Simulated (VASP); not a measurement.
# Be (P-3m1) in VASP: a series of runs, part 2 of 2

VASP 6.6.1. Earlier steps stand in the parts before.

### 3 Single point, PBEsol (atom 1 (Be) moved by (+0.000, -0.300) A along y and z)

The input, INCAR:

```
PREC = Accurate
ENCUT = 520
EDIFF = 1E-7
ISMEAR = 0
SIGMA = 0.15
LREAL = False
LASPH = True
NELM = 100
ALGO = Fast
ISIF = 2
LWAVE = False
LCHARG = False
GGA = PS
NBANDS = 9
```

The input, KPOINTS:

```
regular mesh
0
Gamma
  24 24 14
```

The input, POSCAR:

```
Be
1.0
    2.2995019849      0.0000000000      0.0000000000
   -1.1497509925      1.9914271350      0.0000000000
    0.0000000000      0.0000000000      3.6009000000
Be
2
Direct
    0.3333333333      0.6666666667      0.1666874948
    0.6666666667      0.3333333333      0.7500000000
```

Potentials or basis: VASP PAW PBE potentials, release 64 (Be).

On the command line:

```sh
cat potpaw_PBE.64/Be/POTCAR > POTCAR
mpirun -np 1 vasp_std > vasp.out
```

OUTCAR:

```text
PREC = Accurate
   ENCUT = 520
   EDIFF = 1E-7
   ISMEAR = 0
   LREAL = False
   LASPH = True
   NELM = 100
   ISIF = 2
   GGA = PS

 ion  position               nearest neighbor table
   1  0.333  0.667  0.167-   2 2.00   2 2.00   2 2.00
   2  0.667  0.333  0.750-   1 2.00   1 2.00   1 2.00

  LATTYP: Found a hexagonal cell.
 ALAT       =     2.2995019849
 C/A-ratio  =     1.5659477677

  Lattice vectors:

 A1 = (   2.2995019849,   0.0000000000,   0.0000000000)
 A2 = (  -1.1497509925,   1.9914271350,   0.0000000000)
 A3 = (   0.0000000000,   0.0000000000,   3.6009000000)

Analysis of symmetry for initial positions (statically):
=====================================================================
 Subroutine PRICEL returns:
 Original cell was already a primitive cell.

 Routine SETGRP: Setting up the symmetry group for a
 hexagonal supercell.

 Subroutine GETGRP returns: Found 12 space group operations
 (whereof  6 operations were pure point group operations)
 out of a pool of 24 trial point group operations.

The static configuration has the point symmetry C_3v.
[... 163 lines left out ...]
  energy without entropy =       -7.63559114  energy(sigma->0) =       -7.63696115

 E-fermi :   6.3986     XC(G=0): -10.4300

 val. band max:        6.3924279908   @ k =  -0.1667   0.4167   0.0714
 cond. band min:       6.4009793522   @ k =   0.2083   0.2083   0.0714
 fundamental gap:      0.0085513614
 Fermi energy:         6.3986177127

 k-point     1 :       0.0000    0.0000    0.0000
  band No.  band energies     occupation
      1      -4.5152      2.00000
      2       2.6585      2.00000
      3       7.2935      0.00000
      4      21.6300      0.00000
      5      21.6300      0.00000
      6      24.7687      0.00000
      7      24.7687      0.00000
      8      28.4843      0.00000
      9      32.6549      0.00000
[... 265 lines left out ...]
 k-point    24 :       0.4583    0.0417    0.0000
  band No.  band energies     occupation
      1       1.4398      2.00000
      2       3.5890      2.00000
      3      10.2181      0.00000
      4      12.8051      0.00000
      5      13.7192      0.00000
      6      14.5777      0.00000
      7      17.2388      0.00000
      8      23.2986      0.00000
      9      25.6942      0.00000

 [... further k-points ...]
[... 5 lines left out ...]
  --------------------------------------------------------------------------------------
  -------------------------------------------------------------------------------------
  Total       -0.1527761     -0.1527761      0.9036104      0.0000000      0.0000000     -0.0000000
  in kB      -14.8441929    -14.8441929     87.7975748      0.0000000      0.0000000     -0.0000000
  external PRESSURE =      19.3697296 kB  Pullay stress =       0.0000000 kB

 VOLUME and BASIS-vectors are now :
 -----------------------------------------------------------------------------
  energy-cutoff  :      520.00
  volume of cell :       16.49
      direct lattice vectors                 reciprocal lattice vectors
     2.299501985  0.000000000  0.000000000     0.434876772  0.251076221  0.000000000
    -1.149750993  1.991427135  0.000000000     0.000000000  0.502152443  0.000000000
     0.000000000  0.000000000  3.600900000     0.000000000  0.000000000  0.277708351

 POSITION                                       TOTAL-FORCE (eV/Angst)
 -----------------------------------------------------------------------------------
     -0.00000      1.32762      0.60023         0.000000      0.000000      2.392630
      1.14975      0.66381      2.70068        -0.000000     -0.000000     -2.392630
 -----------------------------------------------------------------------------------
    total drift:                                0.000000      0.000000      0.000000

  FREE ENERGIE OF THE ION-ELECTRON SYSTEM (eV)
  ---------------------------------------------------
  free  energy   TOTEN  =        -7.6383311693 eV

  energy  without entropy=       -7.6355911392  energy(sigma->0) =       -7.63696115
```

OSZICAR:

```text
N       E                     dE             d eps       ncg     rms          rms(c)
DAV:   1    -0.319642610877E+01   -0.31964E+01   -0.17605E+03 14072   0.364E+02
DAV:   2    -0.782478778611E+01   -0.46284E+01   -0.45158E+01 20506   0.535E+01
DAV:   3    -0.788235091461E+01   -0.57563E-01   -0.57143E-01 16423   0.399E+00
DAV:   4    -0.788243441796E+01   -0.83503E-04   -0.83499E-04 18036   0.161E-01
DAV:   5    -0.788243446648E+01   -0.48518E-07   -0.48954E-07 15879   0.343E-03    0.198E+00
RMM:   6    -0.767543237588E+01    0.20700E+00   -0.47638E-02 14378   0.109E+00    0.950E-01
RMM:   7    -0.763920879747E+01    0.36224E-01   -0.22432E-02 14929   0.667E-01    0.270E-01
RMM:   8    -0.763834387227E+01    0.86493E-03   -0.60010E-04 16007   0.195E-01    0.177E-02
RMM:   9    -0.763833040197E+01    0.13470E-04   -0.56012E-05 16483   0.592E-02    0.376E-03
RMM:  10    -0.763833113887E+01   -0.73690E-06   -0.43090E-06 16469   0.197E-02    0.123E-03
RMM:  11    -0.763833116928E+01   -0.30416E-07   -0.50698E-07 16517   0.620E-03
   1 F= -.76383312E+01 E0= -.76369612E+01  d E =-.274003E-02
```

stdout:

```text
POSCAR found type information on POSCAR Be
 POSCAR found :  1 types and       2 ions
 scaLAPACK will be used
 -----------------------------------------------------------------------------
|                                                                             |
|                                                                             |
|     You enforced a specific xc type in the INCAR file but a different       |
|     I HOPE YOU KNOW WHAT YOU ARE DOING!                                     |
|                                                                             |
 -----------------------------------------------------------------------------

 LDA part: xc-table for (Slater+PW92), standard interpolation
 POSCAR, INCAR and KPOINTS ok, starting setup
 FFT: planning ... GRIDC
 FFT: planning ... GRID_SOFT
 FFT: planning ... GRID
 WAVECAR not read
 entering main loop
```

It took 36 s on 1 thread of Intel Xeon 6975P-C (Granite Rapids), shared host; peak memory 0.2 GiB.

What came out:

```yaml
Free_energy: -7.6383 eV
Pressure: 1.9 GPa
Largest_force: 2.393 eV/Å
Band_gap_on_the_k_mesh: zero (band 2 reaches 7.32 eV, above the bottom of band 3 at 5.34 eV)
```

Forces on the atoms (eV/Å):
```
Be   0.000  0.000  2.393
Be   0.000  0.000 -2.393
```

Stress tensor (GPa, compression positive):
```
-1.48  0.00  0.00
 0.00 -1.48  0.00
 0.00  0.00  8.78
```

Levels at points of the mesh, in eV from the Fermi level:
```tsv
k point	band 1	band 2	band 3	band 4	band 5	band 6	band 7
(0.00, 0.00, 0.00)	-10.91	-3.74	0.89	15.23	15.23	18.37	18.37
(0.50, 0.00, 0.00)	-4.86	-3.01	3.93	6.43	7.19	8.89	10.13
(0.00, 0.00, 0.50)	-9.30	-8.10	8.59	13.36	16.11	16.11	17.94
(0.50, 0.00, 0.50)	-3.90	-3.10	1.71	2.02	10.22	13.40	14.26
```

Caveat: the cell differs from its parent crystal (atom 1 (Be) moved by (+0.000, -0.300) A along y and z); the PAW data sets were made with another functional, which shifts forces and pressure a little.
